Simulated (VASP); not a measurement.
A run of VASP 6.6.1 is set up as follows.

File INCAR:

```
PREC = Accurate
ENCUT = 520
EDIFF = 1E-7
ISMEAR = 0
SIGMA = 0.02
LREAL = Auto
LASPH = T
NELM = 60
ALGO = Normal
ISIF = 2
LWAVE = F
LCHARG = F
GGA = PE
NBANDS = 42
NELECT = 60.0
```

The input KPOINTS:

```
Automatic mesh
0
Gamma
  2 3 3
```

The input POSCAR:

```
Al8N7
1.0
   -3.1100000000     -5.3866780000      0.0000000000
    4.6650000000     -2.6933390000      0.0000000000
    0.0000000000      0.0000000000      4.9800000000
Al N
8 7
Direct
    0.5039910180      0.6603322757      0.0120086345
    0.5110685887      0.2871874193      0.4984108434
    0.2517889745      0.1663637108     -0.0112674699
    0.2569849001      0.8335935775      0.5007566265
   -0.0006912294      0.6667316777      0.0019931727
   -0.0100595640      0.3453139884      0.4607837349
    0.7668572133      0.1851453233      0.0161925703
    0.7235578880      0.8458956124      0.5124528112
    0.4956906692      0.6327766305      0.3906349398
    0.5058883569      0.3305169968      0.8859401606
    0.2416278692      0.1641677756      0.3667096386
    0.2541880981      0.8298315081      0.8840795181
   -0.0052097134      0.6931793765      0.3859793173
    0.0096236806      0.3391152512      0.8449929719
    0.7512017149      0.8387593426      0.9038228916
```

Potentials or basis: VASP PAW PBE potentials, release 64 (Al, N).

The run is started by

```console
$ cat potpaw_PBE.64/Al/POTCAR potpaw_PBE.64/N/POTCAR > POTCAR
$ mpirun -np 1 vasp_std > vasp.out
```

(1) Estimate the largest force.

Answers

(1) 0.026 eV/Å.

Caveat: the k points lie up to 0.51 Å⁻¹ apart; the cell carries a net charge on a neutralising background, which shifts energy and pressure.
